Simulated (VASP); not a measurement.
A run of VASP 6.6.1 is set up as follows.

The input INCAR:

```
PREC = Accurate
ENCUT = 520
EDIFF = 1E-6
ISMEAR = -1
SIGMA = 0.02
LREAL = Auto
LASPH = T
NELM = 80
ALGO = Normal
ISIF = 2
LWAVE = F
LCHARG = F
GGA = PE
IVDW = 12
IBRION = 2
NSW = 35
EDIFFG = -0.3
```

File KPOINTS:

```
Automatic mesh
0
Gamma
  1 1 1
```

Contents of POSCAR:

```
CO2
1.0
    8.7065880000      0.0000000000      0.0000000000
    0.0000000000      8.7065880000      0.0000000000
    0.0000000000      0.0000000000      8.7065880000
C O
10 20
Direct
    0.9259296000      0.2273584000      0.0269397000
    0.1533076000      0.4805712000      0.5020483000
    0.6470039000      0.0630375000      0.8833827000
    0.8794107000      0.0148965000      0.5668935000
    0.2587872000      0.9761554000      0.2638474000
    0.4720991000      0.7593157000      0.8621417000
    0.6853843000      0.6229933000      0.3365151000
    0.2581358000      0.4461918000      0.0475903000
    0.8750949000      0.8007342000      0.0089909000
    0.2513006000      0.0220323000      0.5889752000
    0.9267823000      0.1833602000      0.1549629000
    0.9250769000      0.2713566000     -0.1010835000
    0.1889334000      0.5681892000      0.5989007000
    0.1176818000      0.3929532000      0.4051959000
    0.6455739000      0.0620107000      1.0187467000
    0.6484340000      0.0640642000      0.7480187000
    0.8744861000     -0.1198988000      0.5553836000
    0.8843353000      0.1496918000      0.5784035000
    0.1830350000      1.0794945000      0.3075412000
    0.3345394000      0.8728163000      0.2201537000
    0.5464342000      0.6468408000      0.8498861000
    0.3977641000      0.8717907000      0.8743973000
    0.7848870000      0.5977628000      0.4247713000
    0.5858816000      0.6482238000      0.2482590000
    0.2206001000      0.5754077000      0.0327299000
    0.2956716000      0.3169760000      0.0624507000
    0.8248965000      0.8697185000      0.1140993000
    0.9252933000      0.7317498000     -0.0961176000
    0.3144741000      0.1356268000      0.5511346000
    0.1881272000     -0.0915622000      0.6268158000
```

Potentials or basis: VASP PAW PBE potentials, release 64 (C, O).

Run with:

```bash
$ cat potpaw_PBE.64/C/POTCAR potpaw_PBE.64/O/POTCAR > POTCAR
$ mpirun -np 1 vasp_gam > vasp.out
```

Question: Estimate the energy gained by relaxing.

Answer: 22.5 meV/atom.

Question: Estimate the dispersion energy per atom.

Answer: -0.045 eV.

Final structure:
```
C O
1.0
     8.70659    0.00000    0.00000
     0.00000    8.70659    0.00000
     0.00000    0.00000    8.70659
C O
10 20
Direct
  0.92712 0.23371 0.03058
  0.15283 0.48215 0.50176
  0.62710 0.07725 0.88181
  0.88242 0.01801 0.55723
  0.25449 0.96938 0.24712
  0.46782 0.75370 0.86401
  0.68508 0.61778 0.33630
  0.25949 0.44565 0.04744
  0.88688 0.78617 0.01340
  0.26226 0.02971 0.60794
  0.92476 0.19538 0.15955
  0.92882 0.27215 0.90061
  0.19134 0.56293 0.60295
  0.11559 0.40141 0.39999
  0.62248 0.09251 0.01590
  0.63342 0.06003 0.74828
  0.86152 0.88470 0.55112
  0.90369 0.15112 0.56411
  0.16894 0.06961 0.27631
  0.34038 0.86915 0.22018
  0.54434 0.64334 0.85100
  0.39277 0.86524 0.87697
  0.78519 0.59124 0.42272
  0.58461 0.64301 0.24925
  0.22076 0.57466 0.03608
  0.29766 0.31657 0.05811
  0.84867 0.84265 0.13033
  0.92425 0.73148 0.89605
  0.33438 0.14283 0.59346
  0.19032 0.91633 0.62144
```

Caveat: the k points lie up to 0.72 Å⁻¹ apart.
